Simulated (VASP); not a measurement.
# LiMgBN2 (I-4m2) in VASP: single point with PBE+U

Aim: the single point of LiMgBN2 with PBE+U.

Program: VASP 6.6.1. These are calculated values, not measurements. Logs are shortened: lines on timing, memory, paths and dates and some standing lists are left out, and cuts for length are marked.

### Step 1. The cell of the first run

Symmetry: I-4m2, No. 119, tetragonal system. The conventional cell has a = 3.761 Å, b = 3.761 Å, c = 8.752 Å, α = 90.00°, β = 90.00°, γ = 90.00°. Li (site symmetry -4m2) has 4 N at 2.07 Å and 4 Mg at 2.66 Å within 2.7 Å. Within 2.7 Å of Mg (site symmetry -4m2) lie 4 N at 2.07 Å and 4 Li at 2.66 Å. B (site symmetry -4m2) has 2 N at 1.32 Å within 1.8 Å. Within 1.8 Å of N (site symmetry 2mm) lie 1 B at 1.32 Å.

### Step 2. Single point, PBE+U

File INCAR:

```
ALGO = Normal ; EDIFF = 1E-6
ENCUT = 880 ; GGA = PE
GGA_COMPAT = F ; ISIF = 2
ISMEAR = 0 ; LASPH = T
LCHARG = F ; LDAU = T
LDAUJ = 0 0 0 0 ; LDAUL = -1 -1 -1 1
LDAUPRINT = 1 ; LDAUTYPE = 2
LDAUU = 0 0 0 7.5 ; LREAL = F
LWAVE = F ; NBANDS = 21
NELM = 200 ; PREC = Accurate
SIGMA = 0.1
```

File KPOINTS:

```
k-points
0
Gamma
  2 2 2
```

File POSCAR:

```
LiMgBN2
1.0
   -1.8805704123      1.8805704123      4.3758436073
    1.8805704123     -1.8805704123      4.3758436073
    1.8805704123      1.8805704123     -4.3758436073
Li Mg B N
1 1 1 2
Direct
    0.2500000000      0.7500000000      0.5000000000
    0.7500000000      0.2500000000      0.5000000000
    0.5000000000      0.5000000000      0.0000000000
    0.6512635000      0.6512635000      0.0000000000
    0.3487365000      0.3487365000      0.0000000000
```

Potentials or basis: VASP PAW PBE potentials, release 64 (Li_sv, Mg_sv, B, N).

Started as:

```
$ cat potpaw_PBE.64/Li_sv/POTCAR potpaw_PBE.64/Mg_sv/POTCAR potpaw_PBE.64/B/POTCAR potpaw_PBE.64/N/POTCAR > POTCAR
$ mpirun -np 1 vasp_std > vasp.out
```

OUTCAR:

```text
EDIFF = 1E-6
   ENCUT = 880
   GGA = PE
   ISIF = 2
   ISMEAR = 0
   LASPH = T
   LREAL = F
   NELM = 200
   PREC = Accurate

 ion  position               nearest neighbor table
   1  0.250  0.750  0.500-   5 2.07   4 2.07   5 2.07   4 2.07
   2  0.750  0.250  0.500-
   3  0.500  0.500  0.000-   4 1.32   5 1.32
   4  0.651  0.651  0.000-   3 1.32   1 2.07   1 2.07
   5  0.349  0.349  0.000-   3 1.32   1 2.07   1 2.07

  LATTYP: Found a body centered tetragonal cell.
 ALAT       =     3.7611408246
 C/A-ratio  =     2.3268703893

  Lattice vectors:

 A1 = (  -1.8805704123,   1.8805704123,   4.3758436073)
 A2 = (   1.8805704123,  -1.8805704123,   4.3758436073)
 A3 = (   1.8805704123,   1.8805704123,  -4.3758436073)

Analysis of symmetry for initial positions (statically):
=====================================================================
 Subroutine PRICEL returns:
 Original cell was already a primitive cell.

 Routine SETGRP: Setting up the symmetry group for a
 body centered tetragonal supercell.

 Subroutine GETGRP returns: Found  8 space group operations
 (whereof  8 operations were pure point group operations)
 out of a pool of 16 trial point group operations.

The static configuration has the point symmetry D_2d.

Analysis of symmetry for dynamics (positions and initial velocities):
=====================================================================
 Subroutine PRICEL returns:
 Original cell was already a primitive cell.

 Routine SETGRP: Setting up the symmetry group for a
 body centered tetragonal supercell.

 Subroutine GETGRP returns: Found  8 space group operations
 (whereof  8 operations were pure point group operations)
 out of a pool of 16 trial point group operations.

The dynamic configuration has the point symmetry D_2d.

 Subroutine INISYM returns: Found  8 space group operations
 (whereof  8 operations are pure point group operations),
 and found     1 'primitive' translations

----------------------------------------------------------------------------------------

                                     Primitive cell

  volume of cell :      61.9015

  direct lattice vectors                    reciprocal lattice vectors
    -1.880570412  1.880570412  4.375843607     0.000000000  0.265876777  0.114263681
     1.880570412 -1.880570412  4.375843607     0.265876777  0.000000000  0.114263681
     1.880570412  1.880570412 -4.375843607     0.265876777  0.265876777  0.000000000

  length of vectors
     5.120654004  5.120654004  5.120654004     0.289390134  0.289390134  0.376006544

  position of ions in fractional coordinates (direct lattice)
     0.250000000  0.750000000  0.500000000
     0.750000000  0.250000000  0.500000000
     0.500000000  0.500000000  0.000000000
     0.651263500  0.651263500  0.000000000
     0.348736500  0.348736500  0.000000000

  ion indices of the primitive-cell ions
   primitive index   ion index
                 1           1
                 2           2
                 3           3
                 4           4
                 5           5

----------------------------------------------------------------------------------------

 KPOINTS: k-points

Automatic generation of k-mesh.
 Grid dimensions read from file:
 generate k-points for:    2    2    2

 Generating k-lattice:

  Cartesian coordinates                     Fractional coordinates (reciprocal lattice)
     0.000000000  0.132938388  0.057131841     0.500000000  0.000000000  0.000000000
     0.132938388  0.000000000  0.057131841     0.000000000  0.500000000  0.000000000
     0.132938388  0.132938388  0.000000000     0.000000000  0.000000000  0.500000000

  Length of vectors
     0.144695067  0.144695067  0.188003272

  Shift w.r.t. Gamma in fractional coordinates (k-lattice)
     0.000000000  0.000000000  0.000000000

 Subroutine IBZKPT returns following result:
 ===========================================

 Found      4 irreducible k-points:

 Following reciprocal coordinates:
            Coordinates               Weight
  0.000000  0.000000  0.000000      1.000000
  0.500000  0.000000 -0.000000      4.000000
  0.500000  0.500000 -0.000000      2.000000
  0.500000  0.500000  0.500000      1.000000
   k-points           NKPTS =      4   k-points in BZ     NKDIM =      4   number of bands    NBANDS=     21
   number of dos      NEDOS =    301   number of ions     NIONS =      5
   total plane-waves  NPLWV = 125000
   dimension x,y,z NGX =    50 NGY =   50 NGZ =   50
   dimension x,y,z NGXF=   100 NGYF=  100 NGZF=  100
   ions per type =               1   1   1   2
   NGX,Y,Z   is equivalent  to a cutoff of  16.23, 16.23, 16.23 a.u.
   NGXF,Y,Z  is equivalent  to a cutoff of  32.47, 32.47, 32.47 a.u.
 SYSTEM =  unknown system
   PREC   = accura    normal or accurate (medium, high low for compatibility)
   ISTART =      0    job   : 0-new  1-cont  2-samecut
   ICHARG =      2    charge: 1-file 2-atom 10-const
   ISPIN  =      1    spin polarized calculation?
   LNONCOLLINEAR =      F non collinear calculations
   LSORBIT =      F    spin-orbit coupling
   LASPH  =      T    aspherical Exc in radial PAW
   ENCUT  =  880.0 eV  64.68 Ry    8.04 a.u.  12.39 12.39 12.39*2*pi/ulx,y,z
   NELM   =    200;   NELMIN=  2; NELMDL= -5     # of ELM steps
   EDIFF  = 0.1E-05   stopping-criterion for ELM
   LREAL  =      F    real-space projection
   EDIFFG = 0.1E-04   stopping-criterion for IOM
   NSW    =      0    number of steps for IOM
   IBRION =     -1    ionic relax: 0-MD 1-quasi-New 2-CG
   NFREE  =      0    steps in history (QN), initial steepest desc. (CG)
   ISIF   =      2    stress and relaxation
   ISYM   =      2    0-nonsym 1-usesym 2-fastsym
   POTIM  = 0.5000    time-step for ionic-motion
   TEBEG  =    0.0;   TEEND  =   0.0 temperature during run
   PSTRESS=    0.0 pullay stress
   NELECT =      26.0000    total number of electrons
   NUPDOWN=      -1.0000    fix difference up-down
   EMIN   =  10.00;   EMAX   =-10.00  energy-range for DOS
   EFERMI =   0.00;   METHOD = LEGACY
   ISMEAR =     0;   SIGMA  =   0.10  broadening in eV -4-tet -1-fermi 0-gaus
   EFERMI_NEDOS =   21; number of points for ismear=-14 and -15
   IALGO  =     38    algorithm
   IMIX   =      4    mixing-type and parameters
     AMIX     =   0.40;   BMIX     =  1.00
     AMIX_MAG =   1.60;   BMIX_MAG =  1.00
  volume/ion in A,a.u.               =      12.38        83.55
  Fermi-wavevector in a.u.,A,eV,Ry     =   1.226024  2.316849 20.451389  1.503135
  Thomas-Fermi vector in A             =   2.361040
   LORBIT       =      0    0 simple, 1 ext, 2 COOP (PROOUT), +10 PAW based schemes
 LDA+U is selected, type is set to LDAUTYPE =  2
   angular momentum for each species LDAUL =    -1   -1   -1    1
   U (eV)           for each species LDAUU =   0.0  0.0  0.0  7.5
   J (eV)           for each species LDAUJ =   0.0  0.0  0.0  0.0
   GGA     = PE    functional components
   LHFCALC =     F    Hartree Fock is set to
   AEXX    =    0.0000 exact exchange contribution
   IVDW    =     0    specifies the selected vdW correction
   LEPSILON=     F    determine dielectric tensor
   LRPA    =     F    only Hartree local field effects (RPA)
 non-spin polarized calculation
 Gauss-broadening in eV      SIGMA  =   0.10
  energy-cutoff  :      880.00
  volume of cell :       61.90
 maximum number of plane-waves:      3680
 NGX is ok and might be reduce to    50
   NGX = 25   NGY = 25   NGZ = 25

 number of electron      26.0000001 magnetization

 Free energy of the ion-electron system (eV)
  ---------------------------------------------------
  ext. energy  EPLUGINS =         0.00000000
  ---------------------------------------------------
  free energy    TOTEN  =       -20.31921179 eV

  energy without entropy =      -20.31921179  energy(sigma->0) =      -20.31921179

 E-fermi :   1.8078     XC(G=0):  -8.7869

 val. band max:        1.3056610806   @ k =   0.5000   0.5000   0.5000
 cond. band min:       3.7807832276   @ k =   0.0000   0.0000   0.0000
 fundamental gap:      2.4751221470
 Fermi energy:         1.8078413597

 k-point     1 :       0.0000    0.0000    0.0000
  band No.  band energies     occupation
      1     -72.2135      2.00000
      2     -42.3779      2.00000
      3     -39.0322      2.00000
      4     -38.9464      2.00000
      5     -38.9464      2.00000
      6     -13.5497      2.00000
      7     -12.5014      2.00000
      8      -3.7362      2.00000
      9      -1.4606      2.00000
     10      -0.9640      2.00000
     11      -0.9640      2.00000
     12      -0.1548      2.00000
     13      -0.1548      2.00000
     14       3.7808      0.00000
     15       7.2625      0.00000
     16       9.2827      0.00000
     17       9.2827      0.00000
     18       9.5995      0.00000
     19      12.2336      0.00000
     20      13.7456      0.00000
     21      13.7457      0.00000

 k-point     2 :       0.5000    0.0000   -0.0000
  band No.  band energies     occupation
      1     -72.2134      2.00000
      2     -42.3773      2.00000
      3     -39.0319      2.00000
      4     -38.9504      2.00000
      5     -38.9461      2.00000
      6     -13.2032      2.00000
      7     -12.6783      2.00000
      8      -3.5460      2.00000
      9      -3.0538      2.00000
     10      -1.5354      2.00000
     11      -1.2260      2.00000
     12       0.1030      2.00000
     13       0.6280      2.00000
     14       6.6368      0.00000
     15       6.9982      0.00000
     16       8.4112      0.00000
     17       9.1081      0.00000
     18      10.1912      0.00000
     19      10.9460      0.00000
     20      11.2939      0.00000
     21      13.7377      0.00000

 k-point     3 :       0.5000    0.5000   -0.0000
  band No.  band energies     occupation
      1     -72.2133      2.00000
      2     -42.3758      2.00000
      3     -39.0315      2.00000
      4     -38.9509      2.00000
      5     -38.9508      2.00000
      6     -13.0779      2.00000
      7     -12.6101      2.00000
      8      -3.0596      2.00000
      9      -2.9035      2.00000
     10      -2.2664      2.00000
     11      -1.8820      2.00000
     12      -0.7430      2.00000
     13       0.8188      2.00000
     14       6.2462      0.00000
     15       6.9310      0.00000
     16       8.1314      0.00000
     17       9.0289      0.00000
     18      11.4959      0.00000
     19      12.0281      0.00000
     20      13.0529      0.00000
     21      13.4622      0.00000

 k-point     4 :       0.5000    0.5000    0.5000
  band No.  band energies     occupation
      1     -72.2134      2.00000
      2     -42.3779      2.00000
      3     -39.0323      2.00000
      4     -38.9464      2.00000
      5     -38.9464      2.00000
      6     -13.1065      2.00000
      7     -13.0049      2.00000
      8      -2.9706      2.00000
      9      -2.5976      2.00000
     10      -1.7957      2.00000
     11      -1.7957      2.00000
     12       1.3057      2.00000
     13       1.3057      2.00000
     14       4.6903      0.00000
     15       7.7207      0.00000
     16       7.8446      0.00000
     17       7.8446      0.00000
     18       9.8538      0.00000
     19      10.9739      0.00000
     20      13.5178      0.00000
     21      13.8787      0.00000

------------------------ aborting loop because EDIFF is reached ----------------------------------------

  FORCE on cell =-STRESS in cart. coord.  units (eV):
  Direction    XX          YY          ZZ          XY          YZ          ZX
  --------------------------------------------------------------------------------------
  -------------------------------------------------------------------------------------
  Total        1.8246034      1.8246034      4.2242851      0.0000000     -0.0000000      0.0000000
  in kB       47.2256661     47.2256661    109.3359102      0.0000000     -0.0000000      0.0000000
  external PRESSURE =      67.9290808 kB  Pullay stress =       0.0000000 kB

 VOLUME and BASIS-vectors are now :
 -----------------------------------------------------------------------------
  energy-cutoff  :      880.00
  volume of cell :       61.90
      direct lattice vectors                 reciprocal lattice vectors
    -1.880570412  1.880570412  4.375843607     0.000000000  0.265876777  0.114263681
     1.880570412 -1.880570412  4.375843607     0.265876777  0.000000000  0.114263681
     1.880570412  1.880570412 -4.375843607     0.265876777  0.265876777  0.000000000

 POSITION                                       TOTAL-FORCE (eV/Angst)
 -----------------------------------------------------------------------------------
      1.88057      0.00000      2.18792        -0.000000      0.000000      0.000000
      0.00000      1.88057      2.18792        -0.000000      0.000000      0.000000
      0.00000      0.00000      4.37584        -0.000000      0.000000      0.000000
      0.00000      0.00000      5.69965         0.000000     -0.000000      1.214815
      0.00000      0.00000      3.05203         0.000000     -0.000000     -1.214815
 -----------------------------------------------------------------------------------
    total drift:                                0.000000     -0.000000      0.000000

  FREE ENERGIE OF THE ION-ELECTRON SYSTEM (eV)
  ---------------------------------------------------
  free  energy   TOTEN  =       -20.3192117919 eV

  energy  without entropy=      -20.3192117919  energy(sigma->0) =      -20.31921179
```

Run time: 35 s. Hardware: 1 thread of Intel Xeon Platinum 8259CL at 2.50GHz (Skylake/Cascade Lake), shared host; peak memory 0.34 GiB.

Results:

```yaml
Free_energy: -20.3192 eV
Pressure: 6.8 GPa
Largest_force: 1.215 eV/Å
Band_gap_on_the_k_mesh: 2.48 eV (least direct gap 3.38 eV)
```

Forces on the atoms (eV/Å):
```
Li   0.000  0.000  0.000
Mg   0.000  0.000  0.000
B    0.000  0.000  0.000
N    0.000  0.000  1.215
N    0.000  0.000 -1.215
```

Stress tensor (GPa, compression positive):
```
 4.72  0.00  0.00
 0.00  4.72  0.00
 0.00  0.00 10.93
```

Caveat: the k points lie up to 0.91 Å⁻¹ apart, too coarse for converged energies, forces and pressures; forces of over 1 eV/Å act on the atoms, so gaps and moduli don't describe the material at rest.
